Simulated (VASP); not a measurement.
Crystal: Pd.

```
Pd
1.0
     0.00000    1.94650    1.94650
     1.94650    0.00000    1.94650
     1.94650    1.94650    0.00000
Pd
1
Direct
  0.00000 0.00000 0.00000
```

```yaml
Program: VASP 6.6.1
Task: relaxation of cell and atoms
Functional: PBEsol
Potentials_or_basis: VASP PAW PBE potentials, release 64 (Pd)
Cutoff: 600 eV
k_mesh: 18 × 18 × 18
Occupations: gaussian, width 0.1 eV
Spin: no spin polarisation
```

At the start: pressure -3.1 GPa; volume 14.75 Å³/atom.

Q: How do energy, volume and symmetry change on relaxing?

A: Over 3 steps the energy falls by 2.3 meV/atom and the volume is 14.52 Å³/atom (-1.5 %); space group Fm-3m (No. 225, to 0.05 Å).

The path:
```
step  energy change (eV)  largest force (eV/Å)  pressure (GPa)  volume (Å³)
   1              0.0000                0.0000           -3.11        14.75
   2              0.0042                0.0000            5.75        14.15
   3             -0.0023                0.0000           -0.02        14.52
```

Final structure:
```yaml
crystal:
  lattice:
    - [0.00000, 1.93640, 1.93640]
    - [1.93640, 0.00000, 1.93640]
    - [1.93640, 1.93640, 0.00000]
  atoms:
    - { symbol: Pd, position: [0.00000, 0.00000, 0.00000] }
```

Caveat: the PAW data sets were made with another functional, which shifts forces and pressure a little.
